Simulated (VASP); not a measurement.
# CuF (P6_3/mmc) in VASP: settings compared, part 2 of 2

VASP 6.6.1.

**3. Single point, r2SCAN (13.14 Å³/atom)**

This run uses another cell than the first one, of 13.14 Å³/atom.

File POSCAR:

```
CuF
1.0
    3.4732137368      0.0000000000      0.0000000000
   -1.7366068684      3.0078913288      0.0000000000
    0.0000000000      0.0000000000      5.0311778525
Cu F
2 2
Direct
    0.3333333333      0.6666666667      0.2500000000
    0.6666666667      0.3333333333      0.7500000000
    0.6666666667      0.3333333333      0.2500000000
    0.3333333333      0.6666666667      0.7500000000
```

File INCAR.step1:

```
PREC     = Accurate       # precision mode
ENCUT    = 900            # plane-wave cutoff, eV
ISMEAR   = -1             # smearing method
SIGMA    = 0.02           # smearing width, eV
LREAL    = F              # projectors in reciprocal space
LASPH    = T              # aspherical terms in the spheres
NELM     = 120            # most SCF steps
NBANDS   = 34             # bands
GGA      = PE             # functional
ALGO     = Normal         # electronic algorithm
EDIFF    = 1E-5           # SCF threshold, eV
LWAVE    = T              # write WAVECAR
LCHARG   = F              # write CHGCAR
GGA_COMPAT= F
```

File INCAR.step2:

```
PREC     = Accurate       # precision mode
ENCUT    = 900            # plane-wave cutoff, eV
EDIFF    = 1E-6           # SCF threshold, eV
ISMEAR   = -1             # smearing method
SIGMA    = 0.02           # smearing width, eV
LREAL    = F              # projectors in reciprocal space
LASPH    = T              # aspherical terms in the spheres
NELM     = 120            # most SCF steps
ALGO     = Normal         # electronic algorithm
ISIF     = 2              # what is computed and relaxed
LWAVE    = F              # write WAVECAR
LCHARG   = F              # write CHGCAR
METAGGA  = R2SCAN         # meta-GGA
LMIXTAU  = T            
NBANDS   = 34             # bands
ISTART   = 1            
GGA_COMPAT= F
```

File KPOINTS:

```
Automatic mesh
0
Gamma
  9 9 4
```

Potentials or basis: VASP PAW PBE potentials, release 64 (Cu_sv_GW, F).

Started as:

```bash
$ cat potpaw_PBE.64/Cu_sv_GW/POTCAR potpaw_PBE.64/F/POTCAR > POTCAR
$ cp INCAR.step1 INCAR
$ mpirun -np 1 vasp_std > vasp.out
$ cp INCAR.step2 INCAR
$ mpirun -np 1 vasp_std > vasp.out
```

OUTCAR:

```text
PREC = Accurate
   ENCUT = 900
   EDIFF = 1E-6
   ISMEAR = -1
   LREAL = F
   LASPH = T
   NELM = 120
   ISIF = 2
   METAGGA = R2SCAN
   ISTART = 1

 ion  position               nearest neighbor table
   1  0.333  0.667  0.250-   3 2.01   3 2.01   3 2.01
   2  0.667  0.333  0.750-   4 2.01   4 2.01   4 2.01
   3  0.667  0.333  0.250-   1 2.01   1 2.01   1 2.01
   4  0.333  0.667  0.750-   2 2.01   2 2.01   2 2.01

  LATTYP: Found a hexagonal cell.
 ALAT       =     3.4732137368
 C/A-ratio  =     1.4485655746

  Lattice vectors:

 A1 = (   3.4732137368,   0.0000000000,   0.0000000000)
 A2 = (  -1.7366068684,   3.0078913288,   0.0000000000)
 A3 = (   0.0000000000,   0.0000000000,   5.0311778525)

Analysis of symmetry for initial positions (statically):
=====================================================================
 Subroutine PRICEL returns:
 Original cell was already a primitive cell.

 Routine SETGRP: Setting up the symmetry group for a
 hexagonal supercell.

 Subroutine GETGRP returns: Found 24 space group operations
 (whereof 12 operations were pure point group operations)
 out of a pool of 24 trial point group operations.

The static configuration has the point symmetry D_3d.
 The point group associated with its full space group is D_6h.

Analysis of symmetry for dynamics (positions and initial velocities):
=====================================================================
 Subroutine PRICEL returns:
 Original cell was already a primitive cell.

 Routine SETGRP: Setting up the symmetry group for a
 hexagonal supercell.

 Subroutine GETGRP returns: Found 24 space group operations
 (whereof 12 operations were pure point group operations)
 out of a pool of 24 trial point group operations.

The dynamic configuration has the point symmetry D_3d.
 The point group associated with its full space group is D_6h.

 Subroutine INISYM returns: Found 24 space group operations
 (whereof 12 operations are pure point group operations),
 and found     1 'primitive' translations

----------------------------------------------------------------------------------------

                                     Primitive cell

  volume of cell :      52.5610

  direct lattice vectors                    reciprocal lattice vectors
     3.473213737  0.000000000  0.000000000     0.287917783  0.166229410  0.000000000
    -1.736606868  3.007891329  0.000000000     0.000000000  0.332458819  0.000000000
     0.000000000  0.000000000  5.031177852     0.000000000  0.000000000  0.198760614

  length of vectors
     3.473213737  3.473213737  5.031177852     0.332458819  0.332458819  0.198760614

  position of ions in fractional coordinates (direct lattice)
     0.333333333  0.666666667  0.250000000
     0.666666667  0.333333333  0.750000000
     0.666666667  0.333333333  0.250000000
     0.333333333  0.666666667  0.750000000

  ion indices of the primitive-cell ions
   primitive index   ion index
                 1           1
                 2           2
                 3           3
                 4           4

----------------------------------------------------------------------------------------

 KPOINTS: Automatic mesh

Automatic generation of k-mesh.
 Grid dimensions read from file:
 generate k-points for:    9    9    4

 Generating k-lattice:

  Cartesian coordinates                     Fractional coordinates (reciprocal lattice)
     0.031990865  0.018469934  0.000000000     0.111111111  0.000000000  0.000000000
     0.000000000  0.036939869  0.000000000     0.000000000  0.111111111  0.000000000
     0.000000000  0.000000000  0.049690154     0.000000000  0.000000000  0.250000000

  Length of vectors
     0.036939869  0.036939869  0.049690154

  Shift w.r.t. Gamma in fractional coordinates (k-lattice)
     0.000000000  0.000000000  0.000000000

 Subroutine IBZKPT returns following result:
 ===========================================

 Found     36 irreducible k-points:

 Following reciprocal coordinates:
            Coordinates               Weight
  0.000000  0.000000  0.000000      1.000000
  0.111111  0.000000  0.000000      6.000000
  0.222222 -0.000000  0.000000      6.000000
  0.333333  0.000000  0.000000      6.000000
  0.444444 -0.000000  0.000000      6.000000
  0.111111  0.111111  0.000000      6.000000
[... 16 lines left out ...]
  0.333333  0.222222  0.250000     24.000000
  0.333333  0.333333  0.250000      4.000000
 [... further k-points ...]
   k-points           NKPTS =     36   k-points in BZ     NKDIM =     36   number of bands    NBANDS=     34
   number of dos      NEDOS =    301   number of ions     NIONS =      4
   total plane-waves  NPLWV =  64800
   dimension x,y,z NGX =    36 NGY =   36 NGZ =   50
   dimension x,y,z NGXF=    72 NGYF=   72 NGZF=  100
   ions per type =               2   2
   NGX,Y,Z   is equivalent  to a cutoff of  17.23, 17.23, 16.52 a.u.
   NGXF,Y,Z  is equivalent  to a cutoff of  34.46, 34.46, 33.04 a.u.
 SYSTEM =  unknown system
   PREC   = accura    normal or accurate (medium, high low for compatibility)
   ISTART =      1    job   : 0-new  1-cont  2-samecut
   ICHARG =      0    charge: 1-file 2-atom 10-const
   ISPIN  =      1    spin polarized calculation?
   LNONCOLLINEAR =      F non collinear calculations
   LSORBIT =      F    spin-orbit coupling
   LASPH  =      T    aspherical Exc in radial PAW
   ENCUT  =  900.0 eV  66.15 Ry    8.13 a.u.   8.50  8.50 12.31*2*pi/ulx,y,z
   NELM   =    120;   NELMIN=  2; NELMDL=  0     # of ELM steps
   EDIFF  = 0.1E-05   stopping-criterion for ELM
   LREAL  =      F    real-space projection
   EDIFFG = 0.1E-04   stopping-criterion for IOM
   NSW    =      0    number of steps for IOM
   IBRION =     -1    ionic relax: 0-MD 1-quasi-New 2-CG
   NFREE  =      0    steps in history (QN), initial steepest desc. (CG)
   ISIF   =      2    stress and relaxation
   ISYM   =      2    0-nonsym 1-usesym 2-fastsym
   POTIM  = 0.5000    time-step for ionic-motion
   TEBEG  =    0.0;   TEEND  =   0.0 temperature during run
   PSTRESS=    0.0 pullay stress
   NELECT =      52.0000    total number of electrons
   NUPDOWN=      -1.0000    fix difference up-down
   EMIN   =  10.00;   EMAX   =-10.00  energy-range for DOS
   EFERMI =   0.00;   METHOD = LEGACY
   ISMEAR =    -1;   SIGMA  =   0.02  broadening in eV -4-tet -1-fermi 0-gaus
   EFERMI_NEDOS =   21; number of points for ismear=-14 and -15
   IALGO  =     38    algorithm
   IMIX   =      4    mixing-type and parameters
     AMIX     =   0.40;   BMIX     =  1.00
     AMIX_MAG =   1.60;   BMIX_MAG =  1.00
  volume/ion in A,a.u.               =      13.14        88.67
  Fermi-wavevector in a.u.,A,eV,Ry     =   1.631254  3.082622 36.204948  2.660989
  Thomas-Fermi vector in A             =   2.723420
   LORBIT       =      0    0 simple, 1 ext, 2 COOP (PROOUT), +10 PAW based schemes
   METAGGA = R2SCAN    functional components
   LHFCALC =     F    Hartree Fock is set to
   AEXX    =    0.0000 exact exchange contribution
   IVDW    =     0    specifies the selected vdW correction
   LEPSILON=     F    determine dielectric tensor
   LRPA    =     F    only Hartree local field effects (RPA)
 non-spin polarized calculation
  energy-cutoff  :      900.00
  volume of cell :       52.56
 maximum number of plane-waves:      3276
 NGX is ok and might be reduce to    36
   NGX = 17   NGY = 17   NGZ = 25

 number of electron      52.0000014 magnetization

 Free energy of the ion-electron system (eV)
  ---------------------------------------------------
  ext. energy  EPLUGINS =         0.00000000
  ---------------------------------------------------
  free energy    TOTEN  =       -31.73540685 eV

  energy without entropy =      -31.73148643  energy(sigma->0) =      -31.73344664

 E-fermi :   3.3913     XC(G=0): -11.0381

 val. band max:        3.3607044295   @ k =   0.1111   0.0000   0.0000
 cond. band min:       3.3941233218   @ k =   0.1111   0.0000   0.2500
 fundamental gap:      0.0334188924
 Fermi energy:         3.3912915977

 k-point     1 :       0.0000    0.0000    0.0000
  band No.  band energies     occupation
      1    -111.1402      2.00000
      2    -111.1398      2.00000
      3     -67.0979      2.00000
      4     -67.0930      2.00000
      5     -67.0310      2.00000
      6     -67.0310      2.00000
[... 877 lines left out ...]
     33      16.0320      0.00000
     34      16.8459      0.00000

 [... further k-points ...]

------------------------ aborting loop because EDIFF is reached ----------------------------------------

  FORCE on cell =-STRESS in cart. coord.  units (eV):
  Direction    XX          YY          ZZ          XY          YZ          ZX
  --------------------------------------------------------------------------------------
  -------------------------------------------------------------------------------------
  Total        0.8774946      0.8774946      0.3855975      0.0000000     -0.0000000      0.0000000
  in kB       26.7480231     26.7480231     11.7538874      0.0000000     -0.0000000      0.0000000
  external PRESSURE =      21.7499778 kB  Pullay stress =       0.0000000 kB

 VOLUME and BASIS-vectors are now :
 -----------------------------------------------------------------------------
  energy-cutoff  :      900.00
  volume of cell :       52.56
      direct lattice vectors                 reciprocal lattice vectors
     3.473213737  0.000000000  0.000000000     0.287917783  0.166229410  0.000000000
    -1.736606868  3.007891329  0.000000000     0.000000000  0.332458819  0.000000000
     0.000000000  0.000000000  5.031177852     0.000000000  0.000000000  0.198760614

 POSITION                                       TOTAL-FORCE (eV/Angst)
 -----------------------------------------------------------------------------------
     -0.00000      2.00526      1.25779        -0.000000     -0.000000      0.000000
      1.73661      1.00263      3.77338         0.000000      0.000000      0.000000
      1.73661      1.00263      1.25779         0.000000      0.000000     -0.000000
     -0.00000      2.00526      3.77338         0.000000      0.000000     -0.000000
 -----------------------------------------------------------------------------------
    total drift:                               -0.000000      0.000000     -0.000000

  FREE ENERGIE OF THE ION-ELECTRON SYSTEM (eV)
  ---------------------------------------------------
  free  energy   TOTEN  =       -31.7354068550 eV

  energy  without entropy=      -31.7314864303  energy(sigma->0) =      -31.73344664
```

Run time: 8.7 min. Hardware: 1 thread of Intel Xeon Platinum 8259CL at 2.50GHz (Skylake/Cascade Lake), shared host; peak memory 0.36 GiB.

Results:

- Free energy: -31.7354 eV
- Pressure: 2.2 GPa
- Band gap on the k mesh: zero (bands 26 and 27 overlap by 0.06 eV)

Stress tensor (GPa, compression positive):
```
2.67 0.00 0.00
0.00 2.67 0.00
0.00 0.00 1.18
```

Caveat: semilocal functionals underestimate gaps, and a narrow one can read as zero; the PAW data sets were made with another functional, which shifts forces and pressure a little. With open d or f shells a metallic result of r2SCAN can be an artefact of self-interaction; +U or a hybrid may open a gap.

The gap in the log of VASP goes by the Fermi energy; the results here count the filled bands.